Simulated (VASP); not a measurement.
# WC (I4/mmm) in VASP: notebook

Runs on WC. Level: PBE. Tasks: single point.

Program: VASP 6.6.1. These are calculated values, not measurements. Logs are shortened: lines on timing, memory, paths and dates and some standing lists are left out, and cuts for length are marked.

**1. The cell of the first run**

Symmetry: I4/mmm, No. 139, tetragonal system. Conventional cell: a = 3.481 Å, b = 3.481 Å, c = 3.480 Å, α = 90.00°, β = 90.00°, γ = 90.00°. Within 2.3 Å of W (site symmetry 4/mmm) lie 2 C at 1.74 Å. Within 2.3 Å of C (site symmetry 4/mmm) lie 2 W at 1.74 Å.

**2. Single point, PBE**

INCAR reads:

```
SYSTEM = WC
PREC     = Accurate       ! precision mode
ENCUT    = 520            ! plane-wave cutoff, eV
EDIFF    = 1E-6           ! SCF threshold, eV
ISMEAR   = 0              ! smearing method
SIGMA    = 0.15           ! smearing width, eV
LREAL    = .FALSE.        ! projectors in reciprocal space
LASPH    = .TRUE.         ! aspherical terms in the spheres
NELM     = 60             ! most SCF steps
ALGO     = Normal         ! electronic algorithm
ISIF     = 2              ! what is computed and relaxed
LWAVE    = .FALSE.        ! write WAVECAR
LCHARG   = .FALSE.        ! write CHGCAR
GGA      = PE             ! functional
NBANDS   = 16             ! bands
```

KPOINTS reads:

```
regular mesh
0
G
  20 20 20
  0 0 0
```

POSCAR reads:

```
WC
1.0
    0.0000000000      2.4613284764      1.7401592328
    2.4613284764      0.0000000000      1.7401592328
    2.4613284764      2.4613284764      0.0000000000
W C
1 1
Direct
    0.0000000000      0.0000000000      0.0000000000
    0.5000000000      0.5000000000      0.5000000000
```

Potentials or basis: VASP PAW PBE potentials, release 64 (W_sv, C).

Started as:

```sh
> cat potpaw_PBE.64/W_sv/POTCAR potpaw_PBE.64/C/POTCAR > POTCAR
> mpirun -np 1 vasp_std > vasp.out
```

OUTCAR:

```text
SYSTEM = WC
   PREC = Accurate
   ENCUT = 520
   EDIFF = 1E-6
   ISMEAR = 0
   LREAL = .FALSE.
   LASPH = .TRUE.
   NELM = 60
   ISIF = 2
   GGA = PE

 ion  position               nearest neighbor table
   1  0.000  0.000  0.000-   2 1.74   2 1.74   2 2.46   2 2.46   2 2.46   2 2.46
   2  0.500  0.500  0.500-   1 1.74   1 1.74   1 2.46   1 2.46   1 2.46   1 2.46

  LATTYP: Found a body centered tetragonal cell.
 ALAT       =     3.4808441128
 C/A-ratio  =     0.9998489886

  Lattice vectors:

 A1 = (   0.0000000000,  -2.4613284764,  -1.7401592328)
 A2 = (   0.0000000000,   2.4613284764,  -1.7401592328)
 A3 = (   2.4613284764,   0.0000000000,   1.7401592328)

Analysis of symmetry for initial positions (statically):
=====================================================================
 Subroutine PRICEL returns:
 Original cell was already a primitive cell.

 Routine SETGRP: Setting up the symmetry group for a
 body centered tetragonal supercell.

 Subroutine GETGRP returns: Found 16 space group operations
 (whereof 16 operations were pure point group operations)
 out of a pool of 16 trial point group operations.

The static configuration has the point symmetry D_4h.

Analysis of symmetry for dynamics (positions and initial velocities):
=====================================================================
 Subroutine PRICEL returns:
 Original cell was already a primitive cell.

 Routine SETGRP: Setting up the symmetry group for a
 body centered tetragonal supercell.

 Subroutine GETGRP returns: Found 16 space group operations
 (whereof 16 operations were pure point group operations)
 out of a pool of 16 trial point group operations.

The dynamic configuration has the point symmetry D_4h.

 Subroutine INISYM returns: Found 16 space group operations
 (whereof 16 operations are pure point group operations),
 and found     1 'primitive' translations

----------------------------------------------------------------------------------------

                                     Primitive cell

  volume of cell :      21.0842

  direct lattice vectors                    reciprocal lattice vectors
     0.000000000  2.461328476  1.740159233    -0.203142329  0.203142329  0.287330027
     2.461328476  0.000000000  1.740159233     0.203142329 -0.203142329  0.287330027
     2.461328476  2.461328476  0.000000000     0.203142329  0.203142329 -0.287330027

  length of vectors
     3.014347695  3.014347695  3.480844113     0.406315341  0.406315341  0.406315341

  position of ions in fractional coordinates (direct lattice)
     0.000000000  0.000000000  0.000000000
     0.500000000  0.500000000  0.500000000

  ion indices of the primitive-cell ions
   primitive index   ion index
                 1           1
                 2           2

----------------------------------------------------------------------------------------

 KPOINTS: regular mesh

Automatic generation of k-mesh.
 Grid dimensions read from file:
 generate k-points for:   20   20   20

 Generating k-lattice:

  Cartesian coordinates                     Fractional coordinates (reciprocal lattice)
    -0.010157116  0.010157116  0.014366501     0.050000000  0.000000000  0.000000000
     0.010157116 -0.010157116  0.014366501     0.000000000  0.050000000  0.000000000
     0.010157116  0.010157116 -0.014366501     0.000000000  0.000000000  0.050000000

  Length of vectors
     0.020315767  0.020315767  0.020315767

  Shift w.r.t. Gamma in fractional coordinates (k-lattice)
     0.000000000  0.000000000  0.000000000

 Subroutine IBZKPT returns following result:
 ===========================================

 Found    641 irreducible k-points:

 Following reciprocal coordinates:
            Coordinates               Weight
  0.000000  0.000000  0.000000      1.000000
  0.050000  0.000000  0.000000      8.000000
  0.100000  0.000000  0.000000      8.000000
  0.150000  0.000000  0.000000      8.000000
  0.200000  0.000000  0.000000      8.000000
  0.250000  0.000000  0.000000      8.000000
[... 16 lines left out ...]
 -0.400000  0.050000  0.000000      8.000000
 -0.350000  0.050000  0.000000      8.000000
 [... further k-points ...]
   k-points           NKPTS =    641   k-points in BZ     NKDIM =    641   number of bands    NBANDS=     16
   number of dos      NEDOS =    301   number of ions     NIONS =      2
   total plane-waves  NPLWV =  16128
   dimension x,y,z NGX =    24 NGY =   24 NGZ =   28
   dimension x,y,z NGXF=    48 NGYF=   48 NGZF=   56
   ions per type =               1   1
   NGX,Y,Z   is equivalent  to a cutoff of  13.24, 13.24, 13.37 a.u.
   NGXF,Y,Z  is equivalent  to a cutoff of  26.47, 26.47, 26.75 a.u.
 SYSTEM =  WC
   PREC   = accura    normal or accurate (medium, high low for compatibility)
   ISTART =      0    job   : 0-new  1-cont  2-samecut
   ICHARG =      2    charge: 1-file 2-atom 10-const
   ISPIN  =      1    spin polarized calculation?
   LNONCOLLINEAR =      F non collinear calculations
   LSORBIT =      F    spin-orbit coupling
   LASPH  =      T    aspherical Exc in radial PAW
   ENCUT  =  520.0 eV  38.22 Ry    6.18 a.u.   5.60  5.60  6.47*2*pi/ulx,y,z
   NELM   =     60;   NELMIN=  2; NELMDL= -5     # of ELM steps
   EDIFF  = 0.1E-05   stopping-criterion for ELM
   LREAL  =      F    real-space projection
   EDIFFG = 0.1E-04   stopping-criterion for IOM
   NSW    =      0    number of steps for IOM
   IBRION =     -1    ionic relax: 0-MD 1-quasi-New 2-CG
   NFREE  =      0    steps in history (QN), initial steepest desc. (CG)
   ISIF   =      2    stress and relaxation
   ISYM   =      2    0-nonsym 1-usesym 2-fastsym
   POTIM  = 0.5000    time-step for ionic-motion
   TEBEG  =    0.0;   TEEND  =   0.0 temperature during run
   PSTRESS=    0.0 pullay stress
   NELECT =      18.0000    total number of electrons
   NUPDOWN=      -1.0000    fix difference up-down
   EMIN   =  10.00;   EMAX   =-10.00  energy-range for DOS
   EFERMI =   0.00;   METHOD = LEGACY
   ISMEAR =     0;   SIGMA  =   0.15  broadening in eV -4-tet -1-fermi 0-gaus
   EFERMI_NEDOS =   21; number of points for ismear=-14 and -15
   IALGO  =     38    algorithm
   IMIX   =      4    mixing-type and parameters
     AMIX     =   0.40;   BMIX     =  1.00
     AMIX_MAG =   1.60;   BMIX_MAG =  1.00
  volume/ion in A,a.u.               =      10.54        71.14
  Fermi-wavevector in a.u.,A,eV,Ry     =   1.553029  2.934800 32.815887  2.411900
  Thomas-Fermi vector in A             =   2.657319
   LORBIT       =      0    0 simple, 1 ext, 2 COOP (PROOUT), +10 PAW based schemes
   GGA     = PE    functional components
   LHFCALC =     F    Hartree Fock is set to
   AEXX    =    0.0000 exact exchange contribution
   IVDW    =     0    specifies the selected vdW correction
   LEPSILON=     F    determine dielectric tensor
   LRPA    =     F    only Hartree local field effects (RPA)
 non-spin polarized calculation
 Gauss-broadening in eV      SIGMA  =   0.15
  energy-cutoff  :      520.00
  volume of cell :       21.08
 maximum number of plane-waves:       586
   NGX = 11   NGY = 11   NGZ = 13

 number of electron      18.0000001 magnetization

 Free energy of the ion-electron system (eV)
  ---------------------------------------------------
  ext. energy  EPLUGINS =         0.00000000
  ---------------------------------------------------
  free energy    TOTEN  =       -17.06129852 eV

  energy without entropy =      -17.04517543  energy(sigma->0) =      -17.05323698

 E-fermi :  12.2346     XC(G=0): -13.5182

 val. band max:       12.2315391972   @ k =   0.5000   0.0000   0.2500
 cond. band min:      12.2347314933   @ k =   0.4000   0.0000   0.0000
 fundamental gap:      0.0031922960
 Fermi energy:        12.2346432603

 k-point     1 :       0.0000    0.0000    0.0000
  band No.  band energies     occupation
      1     -62.6092      2.00000
      2     -27.4890      2.00000
      3     -26.6087      2.00000
      4     -26.6087      2.00000
      5      -3.8208      2.00000
      6       8.6085      2.00000
[... 8 lines left out ...]
     15      26.0814      0.00000
     16      30.7990      0.00000

 k-point     2 :       0.0500    0.0000    0.0000
  band No.  band energies     occupation
      1     -62.6083      2.00000
      2     -27.4958      2.00000
      3     -26.6161      2.00000
      4     -26.6136      2.00000
      5      -3.7408      2.00000
      6       8.2353      2.00000
[... 8 lines left out ...]
     15      26.2302      0.00000
     16      30.3922      0.00000

 k-point     3 :       0.1000    0.0000    0.0000
  band No.  band energies     occupation
      1     -62.6055      2.00000
      2     -27.5165      2.00000
      3     -26.6364      2.00000
      4     -26.6275      2.00000
      5      -3.5035      2.00000
      6       7.3981      2.00000
[... 8 lines left out ...]
     15      26.5812      0.00000
     16      29.7143      0.00000

 k-point     4 :       0.1500    0.0000    0.0000
  band No.  band energies     occupation
      1     -62.6011      2.00000
      2     -27.5508      2.00000
      3     -26.6651      2.00000
      4     -26.6492      2.00000
      5      -3.1175      2.00000
      6       6.5371      2.00000
[... 8 lines left out ...]
     15      26.9212      0.00000
     16      29.5605      0.00000

 k-point     5 :       0.2000    0.0000    0.0000
  band No.  band energies     occupation
      1     -62.5956      2.00000
      2     -27.5976      2.00000
      3     -26.6964      2.00000
      4     -26.6764      2.00000
      5      -2.5958      2.00000
      6       5.7391      2.00000
[... 8 lines left out ...]
     15      27.3663      0.00000
     16      29.8079      0.00000

 k-point     6 :       0.2500    0.0000    0.0000
  band No.  band energies     occupation
      1     -62.5894      2.00000
      2     -27.6537      2.00000
      3     -26.7255      2.00000
      4     -26.7064      2.00000
      5      -1.9554      2.00000
      6       5.0297      2.00000
[... 8 lines left out ...]
     15      28.0237      0.00000
     16      28.1358      0.00000
[... 267 lines left out ...]
 k-point    21 :       0.5000    0.0500    0.0000
  band No.  band energies     occupation
      1     -62.5686      2.00000
      2     -27.8570      2.00000
      3     -26.8084      2.00000
      4     -26.7955      2.00000
      5       1.7251      2.00000
      6       2.5518      2.00000
[... 8 lines left out ...]
     15      22.3363      0.00000
     16      26.8170      0.00000

 k-point    22 :      -0.4500    0.0500    0.0000
  band No.  band energies     occupation
      1     -62.5694      2.00000
      2     -27.8441      2.00000
      3     -26.8040      2.00000
      4     -26.7978      2.00000
      5       0.9037      2.00000
      6       2.9548      2.00000
[... 8 lines left out ...]
     15      22.7655      0.00000
     16      27.1093      0.00000

 k-point    23 :      -0.4000    0.0500    0.0000
  band No.  band energies     occupation
      1     -62.5721      2.00000
      2     -27.8116      2.00000
      3     -26.7955      2.00000
      4     -26.7907      2.00000
      5       0.0520      2.00000
      6       3.3459      2.00000
[... 8 lines left out ...]
     15      23.6770      0.00000
     16      27.7735      0.00000

 k-point    24 :      -0.3500    0.0500    0.0000
  band No.  band energies     occupation
      1     -62.5764      2.00000
      2     -27.7635      2.00000
      3     -26.7875      2.00000
      4     -26.7697      2.00000
      5      -0.7595      2.00000
      6       3.7836      2.00000
[... 8 lines left out ...]
     15      24.9509      0.00000
     16      28.7405      0.00000

 [... further k-points ...]

------------------------ aborting loop because EDIFF is reached ----------------------------------------

  FORCE on cell =-STRESS in cart. coord.  units (eV):
  Direction    XX          YY          ZZ          XY          YZ          ZX
  --------------------------------------------------------------------------------------
  -------------------------------------------------------------------------------------
  Total       -2.9847158     -2.9847158     41.4842063      0.0000000      0.0000000     -0.0000000
  in kB     -226.8064652   -226.8064652   3152.3557988      0.0000000      0.0000000     -0.0000000
  external PRESSURE =     899.5809562 kB  Pullay stress =       0.0000000 kB

 VOLUME and BASIS-vectors are now :
 -----------------------------------------------------------------------------
  energy-cutoff  :      520.00
  volume of cell :       21.08
      direct lattice vectors                 reciprocal lattice vectors
     0.000000000  2.461328476  1.740159233    -0.203142329  0.203142329  0.287330027
     2.461328476  0.000000000  1.740159233     0.203142329 -0.203142329  0.287330027
     2.461328476  2.461328476  0.000000000     0.203142329  0.203142329 -0.287330027

 POSITION                                       TOTAL-FORCE (eV/Angst)
 -----------------------------------------------------------------------------------
      0.00000      0.00000      0.00000         0.000000      0.000000      0.000000
      2.46133      2.46133      1.74016        -0.000000      0.000000      0.000000
 -----------------------------------------------------------------------------------
    total drift:                                0.000000     -0.000000     -0.000000

  FREE ENERGIE OF THE ION-ELECTRON SYSTEM (eV)
  ---------------------------------------------------
  free  energy   TOTEN  =       -17.0612985174 eV

  energy  without entropy=      -17.0451754334  energy(sigma->0) =      -17.05323698
```

Wall time 65 s (1 thread of Intel Xeon 6975P-C (Granite Rapids), shared host); peak memory 0.33 GiB.

What came out:

```yaml
Free_energy: -17.0613 eV
Pressure: 90.0 GPa
Band_gap_on_the_k_mesh: zero (bands 9 and 10 overlap by 3.51 eV)
```

Stress tensor (GPa, compression positive):
```
-22.68   0.00   0.00
  0.00 -22.68   0.00
  0.00   0.00 315.24
```

Caveat: the cell stands under pressure; spin-orbit coupling is left out, which moves the levels of the heavy elements.

**3. Single point, PBE**

This run uses another cell than the first one, of the same volume but with other edges.

INCAR reads:

```
PREC = Accurate
ENCUT = 520
EDIFF = 1E-7
ISMEAR = 0
SIGMA = 0.15
LREAL = F
LASPH = T
NELM = 60
ALGO = Normal
ISIF = 2
LWAVE = F
LCHARG = F
GGA = PE
NBANDS = 16
```

KPOINTS reads:

```
Automatic mesh
0
Gamma
  20 20 20
```

POSCAR reads:

```
WC
1.0
    0.0000000000      1.9535577063      2.7623305968
    1.9535577063      0.0000000000      2.7623305968
    1.9535577063      1.9535577063      0.0000000000
W C
1 1
Direct
    0.0000000000      0.0000000000      0.0000000000
    0.5000000000      0.5000000000      0.5000000000
```

Potentials or basis: VASP PAW PBE potentials, release 64 (W_sv, C).

Started as:

```sh
> cat potpaw_PBE.64/W_sv/POTCAR potpaw_PBE.64/C/POTCAR > POTCAR
> mpirun -np 1 vasp_std > vasp.out
```

It took 98 s on 1 thread of Intel Xeon 6975P-C (Granite Rapids), shared host; peak memory 0.34 GiB.

Results (log left out):

| Item | Value |
| --- | --- |
| Free energy | -19.4187 eV |
| Pressure | 77.1 GPa |
| Band gap on the k mesh | zero (bands 9 and 10 overlap by 3.89 eV) |

Stress tensor (GPa, compression positive):
```
122.33   0.00   0.00
  0.00 122.33   0.00
  0.00   0.00 -13.50
```

Levels at points of the mesh, in eV from the Fermi level:
```
           k point  band 5  band 6  band 7  band 8  band 9  band 10  band 11  band 12  band 13  band 14
(0.00, 0.00, 0.00)  -15.80   -5.06   -4.29   -1.83   -0.36    -0.36    -0.34    -0.34     1.17    10.96
(0.50, 0.00, 0.00)  -10.26   -9.85   -7.43   -7.08    1.42     1.61     3.96     4.24     5.64    12.15
(0.50, 0.50, 0.00)  -14.64   -6.70   -5.85   -0.78   -0.78     1.48     2.16     2.16     3.26    10.49
(0.50, 0.00, 0.50)  -14.06   -4.91   -3.56   -2.51   -2.16    -0.41     0.30     5.10     8.69     9.51
```

Caveat: the cell stands under pressure; spin-orbit coupling is left out, which moves the levels of the heavy elements.
